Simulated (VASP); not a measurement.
A run of VASP 6.6.1:

Contents of INCAR:

```
SYSTEM = LaB6
PREC = Accurate
ENCUT = 600
EDIFF = 1E-7
ISMEAR = 0
SIGMA = 0.1
LREAL = .FALSE.
LASPH = .TRUE.
NELM = 60
ALGO = Normal
ISIF = 3
LWAVE = .FALSE.
LCHARG = .FALSE.
IBRION = 2
NSW = 70
EDIFFG = -0.005
```

Contents of KPOINTS:

```
Automatic mesh
0
G
  8 8 8
  0 0 0
```

POSCAR

```
LaB6
1.0
    4.1546927964      0.0000000000      0.0000000000
    0.0000000000      4.1546927964      0.0000000000
    0.0000000000      0.0000000000      4.1546927964
La B
1 6
Direct
    0.0000000000      0.0000000000      0.0000000000
    0.1998272937      0.5000000000      0.5000000000
    0.5000000000      0.1998272937      0.5000000000
    0.8001727063      0.5000000000      0.5000000000
    0.5000000000      0.8001727063      0.5000000000
    0.5000000000      0.5000000000      0.1998272937
    0.5000000000      0.5000000000      0.8001727063
```

Potentials or basis: VASP PAW LDA potentials, release 64 (La, B).

Run with:

```console
$ cat potpaw_LDA.64/La/POTCAR potpaw_LDA.64/B/POTCAR > POTCAR
$ mpirun -np 1 vasp_std > vasp.out
```

Hardware: 1 thread of Intel Xeon 8259CL, with other jobs on the host.

Question: How long does it take, and how much memory?

Answer: It took 4.4 min on 1 thread of Intel Xeon 8259CL, on a shared host, peak memory 0.23 GiB. Counts: scf iterations 52, k points 35, ion steps 5.
